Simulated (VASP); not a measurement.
Input of a VASP 6.6.1 run:

INCAR

```
PREC = Accurate ; ENCUT = 400
EDIFF = 1E-6 ; ISMEAR = 0
SIGMA = 0.01 ; LREAL = F
LASPH = T ; NELM = 200
ALGO = Normal ; ISIF = 2
LWAVE = F ; LCHARG = F
LNONCOLLINEAR = T ; MAGMOM = 0 0 0 0 0 0 0 0 0
LORBIT = 11 ; LSORBIT = T
GGA_COMPAT = F ; LORBMOM = T
LMAXMIX = 4 ; LDIPOL = T
IDIPOL = 3 ; DIPOL = 0.5 0.5 0.500
GGA = PE ; NBANDS = 39
NELMDL = -8
```

The input KPOINTS:

```
Automatic mesh
0
Gamma
  12 12 1
```

File POSCAR:

```
WS2
1.0
    3.1530000000      0.0000000000      0.0000000000
   -1.5765000000      2.7305780981      0.0000000000
    0.0000000000      0.0000000000     20.0000000000
W S
1 2
Direct
    0.3333333333      0.6666666667      0.5000000000
    0.6666666667      0.3333333333      0.5780500000
    0.6666666667      0.3333333333      0.4219500000
```

Potentials or basis: VASP PAW PBE potentials, release 64 (W_sv, S).

Command:

```console
$ cat potpaw_PBE.64/W_sv/POTCAR potpaw_PBE.64/S/POTCAR > POTCAR
$ mpirun -np 1 vasp_ncl > vasp.out
```

Question: Predict the largest force.

Answer: 0.483 eV/Å.

Question: Predict the net moment.

Answer: 0.00 μB per cell.

Moments on the atoms (μB; x, y, z):
```
W   0.00 0.00 0.00
S   0.00 0.00 0.00
S   0.00 0.00 0.00
```
